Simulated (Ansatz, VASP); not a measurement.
One calculation of Ge32H20CO, two programs

```xyz
54
Lattice="8.0016 8.0016 0.0000 -8.0016 8.0016 0.0000 0.0000 0.0000 20.9129" Properties=species:S:1:pos:R:3 pbc="T T T"
Ge   -4.9563   -0.0313    7.1439
Ge    1.0113   -3.8947    7.1433
Ge    0.5408    0.1129    8.0121
Ge    1.0084    4.0873    7.1361
Ge    3.4523   -4.0461    8.0057
Ge    3.0320   -0.0104    7.2800
Ge    3.4505    3.9270    7.9704
Ge    8.6187    0.1051    7.9906
Ge   -4.0501    2.0938    6.3046
Ge    0.0543   -1.7727    6.3762
Ge    0.0797    1.9638    6.2943
Ge    0.0514    6.2175    6.3766
Ge    3.9477   -2.1429    6.3842
Ge    3.9156    2.0767    6.2590
Ge    3.9844    5.8323    6.3744
Ge    8.0814    1.9728    6.3047
Ge   -1.9890    2.0074    4.9076
Ge    2.0276   -2.0073    4.8078
Ge    2.0010    2.0044    4.7508
Ge    2.0196    5.9945    4.8064
Ge    5.9958   -1.9919    4.9417
Ge    6.0049    2.0040    4.9119
Ge    6.0228    6.0011    4.9272
Ge   10.0082    1.9988    4.7700
Ge   -2.0004    0.0000    3.4394
Ge    2.0004   -4.0008    3.4394
Ge    2.0004    0.0000    3.4394
Ge    2.0004    4.0008    3.4394
Ge    6.0012   -4.0008    3.4394
Ge    6.0012    0.0000    3.4394
Ge    6.0012    4.0008    3.4394
Ge   10.0020    0.0000    3.4394
H    -0.7838    0.0000    2.5000
H    -3.2170    0.0000    2.5000
H     3.2170   -4.0008    2.5000
H     0.7838   -4.0008    2.5000
H     3.2170    0.0000    2.5000
H     0.7838    0.0000    2.5000
H     3.2170    4.0008    2.5000
H     0.7838    4.0008    2.5000
H     7.2178   -4.0008    2.5000
H     4.7846   -4.0008    2.5000
H     7.2178    0.0000    2.5000
H     4.7846    0.0000    2.5000
H     7.2178    4.0008    2.5000
H     4.7846    4.0008    2.5000
H    11.2186    0.0000    2.5000
H     8.7854    0.0000    2.5000
H     3.7488    1.3709    9.3491
H     5.8447    0.8302    8.4702
H     5.5640   -0.8264    9.0958
H     5.7744    0.5357   10.2470
O     3.9343    0.4095    9.2599
C     5.3771    0.2374    9.2698
```

Alike in both runs: task single point; functional PBE; dispersion D3(BJ); k mesh 1 × 1 × 1; occupations gaussian, width 0.03 eV; no spin polarisation.

```csv
,VASP,Ansatz
version,VASP 6.6.1,Ansatz 0.2.0
potentials or method,"VASP PAW PBE potentials, release 64 (Ge_d, H, O, C), cutoff 520 eV","scalar-relativistic, plane waves, PAW"
valence electrons in the cell,478,478
```

|  | VASP | Ansatz | Ansatz less VASP |
| --- | --- | --- | --- |
| rms of the force components (eV/Å) | 0.129 | 0.127 | -0.0011 |
